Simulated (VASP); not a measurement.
# TePb (NiAs type) (P6_3/mmc) in VASP: further runs

The runs below take TePb (NiAs type) through single point, with PBE.

Program: VASP 6.6.1. These are calculated values, not measurements. Logs are shortened: lines on timing, memory, paths and dates and some standing lists are left out, and cuts for length are marked.

## 1. The cell of the first run

Symmetry: P6_3/mmc, No. 194, hexagonal system. Conventional cell: a = 3.008 Å, b = 3.008 Å, c = 10.159 Å, α = 90.00°, β = 90.00°, γ = 120.00°. Within 4.0 Å of Pb (site symmetry -3m) lie 6 Pb at 3.01 Å and 6 Te at 3.08 Å. Te (site symmetry -6m2) has 6 Te at 3.01 Å and 6 Pb at 3.08 Å within 4.0 Å.

## 2. Single point, PBE

The input, INCAR:

```
SYSTEM = TePb
PREC = Accurate ; ENCUT = 520
EDIFF = 1E-6 ; ISMEAR = -1
SIGMA = 0.08 ; LREAL = .False.
LASPH = .True. ; NELM = 60
ALGO = Normal ; ISIF = 2
LWAVE = .False. ; LCHARG = .False.
GGA = PE ; NBANDS = 28
```

The input, KPOINTS:

```
Automatic mesh
0
Gamma
  10 10 6
  0 0 0
```

The input, POSCAR:

```
TePb
1.0
    3.0076612224      0.0000000000      0.0000000000
   -1.5038306112      2.6047110246      0.0000000000
    0.0000000000      0.0000000000     10.1589223965
Pb Te
2 2
Direct
    0.0000000000      0.0000000000      0.0000000000
    0.0000000000      0.0000000000      0.5000000000
    0.3333333333      0.6666666667      0.2500000000
    0.6666666667      0.3333333333      0.7500000000
```

Potentials or basis: VASP PAW PBE potentials, release 64 (Pb_d, Te).

On the command line:

```sh
$ cat potpaw_PBE.64/Pb_d/POTCAR potpaw_PBE.64/Te/POTCAR > POTCAR
$ mpirun -np 1 vasp_std > vasp.out
```

OUTCAR:

```text
SYSTEM = TePb
   PREC = Accurate
   ENCUT = 520
   EDIFF = 1E-6
   ISMEAR = -1
   LREAL = .False.
   LASPH = .True.
   NELM = 60
   ISIF = 2
   GGA = PE

 ion  position               nearest neighbor table
   1  0.000  0.000  0.000-   3 3.08   4 3.08   4 3.08   3 3.08   4 3.08   3 3.08
   2  0.000  0.000  0.500-   3 3.08   4 3.08   4 3.08   3 3.08   4 3.08   3 3.08
   3  0.333  0.667  0.250-   1 3.08   2 3.08   1 3.08   2 3.08   1 3.08   2 3.08
   4  0.667  0.333  0.750-   1 3.08   2 3.08   1 3.08   2 3.08   1 3.08   2 3.08

  LATTYP: Found a hexagonal cell.
 ALAT       =     3.0076612224
 C/A-ratio  =     3.3776817418

  Lattice vectors:

 A1 = (   3.0076612224,   0.0000000000,   0.0000000000)
 A2 = (  -1.5038306112,   2.6047110246,   0.0000000000)
 A3 = (   0.0000000000,   0.0000000000,  10.1589223965)

Analysis of symmetry for initial positions (statically):
=====================================================================
 Subroutine PRICEL returns:
 Original cell was already a primitive cell.

 Routine SETGRP: Setting up the symmetry group for a
 hexagonal supercell.

 Subroutine GETGRP returns: Found 24 space group operations
 (whereof 12 operations were pure point group operations)
 out of a pool of 24 trial point group operations.

The static configuration has the point symmetry D_3d.
 The point group associated with its full space group is D_6h.

Analysis of symmetry for dynamics (positions and initial velocities):
=====================================================================
 Subroutine PRICEL returns:
 Original cell was already a primitive cell.

 Routine SETGRP: Setting up the symmetry group for a
 hexagonal supercell.

 Subroutine GETGRP returns: Found 24 space group operations
 (whereof 12 operations were pure point group operations)
 out of a pool of 24 trial point group operations.

The dynamic configuration has the point symmetry D_3d.
 The point group associated with its full space group is D_6h.

 Subroutine INISYM returns: Found 24 space group operations
 (whereof 12 operations are pure point group operations),
 and found     1 'primitive' translations

----------------------------------------------------------------------------------------

                                     Primitive cell

  volume of cell :      79.5859

  direct lattice vectors                    reciprocal lattice vectors
     3.007661222  0.000000000  0.000000000     0.332484255  0.191959874  0.000000000
    -1.503830611  2.604711025  0.000000000     0.000000000  0.383919748  0.000000000
     0.000000000  0.000000000 10.158922396     0.000000000  0.000000000  0.098435637

  length of vectors
     3.007661222  3.007661222 10.158922396     0.383919748  0.383919748  0.098435637

  position of ions in fractional coordinates (direct lattice)
     0.000000000  0.000000000  0.000000000
     0.000000000  0.000000000  0.500000000
     0.333333333  0.666666667  0.250000000
     0.666666667  0.333333333  0.750000000

  ion indices of the primitive-cell ions
   primitive index   ion index
                 1           1
                 2           2
                 3           3
                 4           4

----------------------------------------------------------------------------------------

 KPOINTS: Automatic mesh

Automatic generation of k-mesh.
 Grid dimensions read from file:
 generate k-points for:   10   10    6

 Generating k-lattice:

  Cartesian coordinates                     Fractional coordinates (reciprocal lattice)
     0.033248425  0.019195987  0.000000000     0.100000000 -0.000000000  0.000000000
     0.000000000  0.038391975  0.000000000     0.000000000  0.100000000  0.000000000
     0.000000000  0.000000000  0.016405940     0.000000000  0.000000000  0.166666667

  Length of vectors
     0.038391975  0.038391975  0.016405940

  Shift w.r.t. Gamma in fractional coordinates (k-lattice)
     0.000000000  0.000000000  0.000000000

 Subroutine IBZKPT returns following result:
 ===========================================

 Found     56 irreducible k-points:

 Following reciprocal coordinates:
            Coordinates               Weight
  0.000000  0.000000  0.000000      1.000000
  0.100000  0.000000  0.000000      6.000000
  0.200000  0.000000  0.000000      6.000000
  0.300000  0.000000  0.000000      6.000000
  0.400000 -0.000000  0.000000      6.000000
  0.500000  0.000000  0.000000      3.000000
[... 16 lines left out ...]
  0.300000  0.100000  0.166667     24.000000
  0.400000  0.100000  0.166667     24.000000
 [... further k-points ...]
   k-points           NKPTS =     56   k-points in BZ     NKDIM =     56   number of bands    NBANDS=     28
   number of dos      NEDOS =    301   number of ions     NIONS =      4
   total plane-waves  NPLWV =  46080
   dimension x,y,z NGX =    24 NGY =   24 NGZ =   80
   dimension x,y,z NGXF=    48 NGYF=   48 NGZF=  160
   ions per type =               2   2
   NGX,Y,Z   is equivalent  to a cutoff of  13.27, 13.27, 13.09 a.u.
   NGXF,Y,Z  is equivalent  to a cutoff of  26.53, 26.53, 26.18 a.u.
 SYSTEM =  TePb
   PREC   = accura    normal or accurate (medium, high low for compatibility)
   ISTART =      0    job   : 0-new  1-cont  2-samecut
   ICHARG =      2    charge: 1-file 2-atom 10-const
   ISPIN  =      1    spin polarized calculation?
   LNONCOLLINEAR =      F non collinear calculations
   LSORBIT =      F    spin-orbit coupling
   LASPH  =      T    aspherical Exc in radial PAW
   ENCUT  =  520.0 eV  38.22 Ry    6.18 a.u.   5.59  5.59 18.89*2*pi/ulx,y,z
   NELM   =     60;   NELMIN=  2; NELMDL= -5     # of ELM steps
   EDIFF  = 0.1E-05   stopping-criterion for ELM
   LREAL  =      F    real-space projection
   EDIFFG = 0.1E-04   stopping-criterion for IOM
   NSW    =      0    number of steps for IOM
   IBRION =     -1    ionic relax: 0-MD 1-quasi-New 2-CG
   NFREE  =      0    steps in history (QN), initial steepest desc. (CG)
   ISIF   =      2    stress and relaxation
   ISYM   =      2    0-nonsym 1-usesym 2-fastsym
   POTIM  = 0.5000    time-step for ionic-motion
   TEBEG  =    0.0;   TEEND  =   0.0 temperature during run
   PSTRESS=    0.0 pullay stress
   NELECT =      40.0000    total number of electrons
   NUPDOWN=      -1.0000    fix difference up-down
   EMIN   =  10.00;   EMAX   =-10.00  energy-range for DOS
   EFERMI =   0.00;   METHOD = LEGACY
   ISMEAR =    -1;   SIGMA  =   0.08  broadening in eV -4-tet -1-fermi 0-gaus
   EFERMI_NEDOS =   21; number of points for ismear=-14 and -15
   IALGO  =     38    algorithm
   IMIX   =      4    mixing-type and parameters
     AMIX     =   0.40;   BMIX     =  1.00
     AMIX_MAG =   1.60;   BMIX_MAG =  1.00
  volume/ion in A,a.u.               =      19.90       134.27
  Fermi-wavevector in a.u.,A,eV,Ry     =   1.301616  2.459697 23.051039  1.694204
  Thomas-Fermi vector in A             =   2.432738
   LORBIT       =      0    0 simple, 1 ext, 2 COOP (PROOUT), +10 PAW based schemes
   GGA     = PE    functional components
   LHFCALC =     F    Hartree Fock is set to
   AEXX    =    0.0000 exact exchange contribution
   IVDW    =     0    specifies the selected vdW correction
   LEPSILON=     F    determine dielectric tensor
   LRPA    =     F    only Hartree local field effects (RPA)
 non-spin polarized calculation
  energy-cutoff  :      520.00
  volume of cell :       79.59
 maximum number of plane-waves:      2174
 NGX is ok and might be reduce to    24
   NGX = 11   NGY = 11   NGZ = 37

 number of electron      40.0000012 magnetization

 Free energy of the ion-electron system (eV)
  ---------------------------------------------------
  ext. energy  EPLUGINS =         0.00000000
  ---------------------------------------------------
  free energy    TOTEN  =        -8.26283907 eV

  energy without entropy =       -8.22348811  energy(sigma->0) =       -8.24316359

 E-fermi :  13.4925     XC(G=0): -12.0592

 val. band max:       13.4794565143   @ k =   0.2000   0.1000   0.0000
 cond. band min:      13.5095268942   @ k =   0.2000   0.1000   0.1667
 fundamental gap:      0.0300703799
 Fermi energy:        13.4925225125

 k-point     1 :       0.0000    0.0000    0.0000
  band No.  band energies     occupation
      1      -4.6573      2.00000
      2      -4.5864      2.00000
      3      -4.3299      2.00000
      4      -4.3299      2.00000
      5      -4.3284      2.00000
      6      -4.3284      2.00000
[... 20 lines left out ...]
     27      22.9918      0.00000
     28      23.0289      0.00000

 k-point     2 :       0.1000    0.0000    0.0000
  band No.  band energies     occupation
      1      -4.5973      2.00000
      2      -4.5285      2.00000
      3      -4.3524      2.00000
      4      -4.3446      2.00000
      5      -4.2535      2.00000
      6      -4.2521      2.00000
[... 20 lines left out ...]
     27      22.7413      0.00000
     28      22.7564      0.00000

 k-point     3 :       0.2000    0.0000    0.0000
  band No.  band energies     occupation
      1      -4.5471      2.00000
      2      -4.5309      2.00000
      3      -4.3175      2.00000
      4      -4.2477      2.00000
      5      -4.0933      2.00000
      6      -4.0486      2.00000
[... 20 lines left out ...]
     27      20.6059      0.00000
     28      22.3353      0.00000

 k-point     4 :       0.3000    0.0000    0.0000
  band No.  band energies     occupation
      1      -4.6485      2.00000
      2      -4.6453      2.00000
      3      -4.2846      2.00000
      4      -4.2153      2.00000
      5      -4.1143      2.00000
      6      -4.0399      2.00000
[... 578 lines left out ...]
     27      21.1170      0.00000
     28      21.2937      0.00000

 k-point    23 :       0.3000    0.1000    0.1667
  band No.  band energies     occupation
      1      -4.6203      2.00000
      2      -4.6172      2.00000
      3      -4.3427      2.00000
      4      -4.2903      2.00000
      5      -4.0493      2.00000
      6      -4.0068      2.00000
[... 20 lines left out ...]
     27      20.5167      0.00000
     28      20.5537      0.00000

 k-point    24 :       0.4000    0.1000    0.1667
  band No.  band energies     occupation
      1      -4.6894      2.00000
      2      -4.6866      2.00000
      3      -4.4206      2.00000
      4      -4.3749      2.00000
      5      -3.9733      2.00000
      6      -3.9633      2.00000
[... 20 lines left out ...]
     27      20.1745      0.00000
     28      20.2310      0.00000

 [... further k-points ...]

------------------------ aborting loop because EDIFF is reached ----------------------------------------

  FORCE on cell =-STRESS in cart. coord.  units (eV):
  Direction    XX          YY          ZZ          XY          YZ          ZX
  --------------------------------------------------------------------------------------
  -------------------------------------------------------------------------------------
  Total       26.8012863     26.8012863     26.8104929     -0.0000000      0.0000000     -0.0000000
  in kB      539.5480324    539.5480324    539.7333740     -0.0000000      0.0000000     -0.0000000
  external PRESSURE =     539.6098129 kB  Pullay stress =       0.0000000 kB

 VOLUME and BASIS-vectors are now :
 -----------------------------------------------------------------------------
  energy-cutoff  :      520.00
  volume of cell :       79.59
      direct lattice vectors                 reciprocal lattice vectors
     3.007661222  0.000000000  0.000000000     0.332484255  0.191959874  0.000000000
    -1.503830611  2.604711025  0.000000000     0.000000000  0.383919748  0.000000000
     0.000000000  0.000000000 10.158922396     0.000000000  0.000000000  0.098435637

 POSITION                                       TOTAL-FORCE (eV/Angst)
 -----------------------------------------------------------------------------------
      0.00000      0.00000      0.00000        -0.000000     -0.000000     -0.000000
      0.00000      0.00000      5.07946        -0.000000     -0.000000     -0.000000
     -0.00000      1.73647      2.53973        -0.000000      0.000000      0.000000
      1.50383      0.86824      7.61919         0.000000     -0.000000      0.000000
 -----------------------------------------------------------------------------------
    total drift:                               -0.000000      0.000000      0.000000

  FREE ENERGIE OF THE ION-ELECTRON SYSTEM (eV)
  ---------------------------------------------------
  free  energy   TOTEN  =        -8.2628390689 eV

  energy  without entropy=       -8.2234881122  energy(sigma->0) =       -8.24316359
```

Wall time 39 s (1 thread of Intel Xeon 6975P-C (Granite Rapids), shared host); peak memory 0.27 GiB.

What came out:

| Item | Value |
| --- | --- |
| Free energy | -8.2628 eV |
| Pressure | 54.0 GPa |
| Band gap on the k mesh | zero (bands 20 and 21 overlap by 6.79 eV) |

Caveat: the cell stands under pressure; spin-orbit coupling is left out, which moves the levels of the heavy elements.

## 3. Single point, PBE

The input, INCAR:

```
PREC     = Accurate       # precision mode
ENCUT    = 520            # plane-wave cutoff, eV
EDIFF    = 1E-6           # SCF threshold, eV
ISMEAR   = -1             # smearing method
SIGMA    = 0.08           # smearing width, eV
LREAL    = False          # projectors in reciprocal space
LASPH    = True           # aspherical terms in the spheres
NELM     = 100            # most SCF steps
ALGO     = Normal         # electronic algorithm
ISIF     = 2              # what is computed and relaxed
LWAVE    = False          # write WAVECAR
LCHARG   = True           # write CHGCAR
GGA      = PE             # functional
LELF     = True           # ELF
LVHAR    = True         
NBANDS   = 28             # bands
```

The input, KPOINTS:

```
Automatic mesh
0
Gamma
  10 10 6
```

POSCAR is that of step 2.

Potentials or basis: VASP PAW PBE potentials, release 64 (Pb_d, Te).

On the command line:

```sh
$ cat potpaw_PBE.64/Pb_d/POTCAR potpaw_PBE.64/Te/POTCAR > POTCAR
$ mpirun -np 1 vasp_std > vasp.out
```

Wall time 41 s (1 thread of Intel Xeon 6975P-C (Granite Rapids), shared host); peak memory 0.27 GiB.

The run converged. Its results:

* Free energy: -8.2628 eV
* Pressure: 54.0 GPa
* Band gap on the k mesh: zero (bands 20 and 21 overlap by 6.79 eV)

Levels at points of the mesh, in eV from the Fermi level:
```
           k point  band 18  band 19  band 20  band 21  band 22  band 23
(0.00, 0.00, 0.00)     4.16     4.16     4.44     4.44     7.23     8.67
(0.50, 0.00, 0.00)    -3.88    -2.14    -1.93    -0.05     0.63     2.68
(0.00, 0.00, 0.50)     3.66     4.29     4.29     4.29     4.29     8.84
(0.50, 0.00, 0.50)    -5.53    -0.66    -0.66     0.25     0.25     1.69
```

Caveat: the cell stands under pressure; spin-orbit coupling is left out, which moves the levels of the heavy elements.

The gap in the log of VASP goes by the Fermi energy; the results here count the filled bands.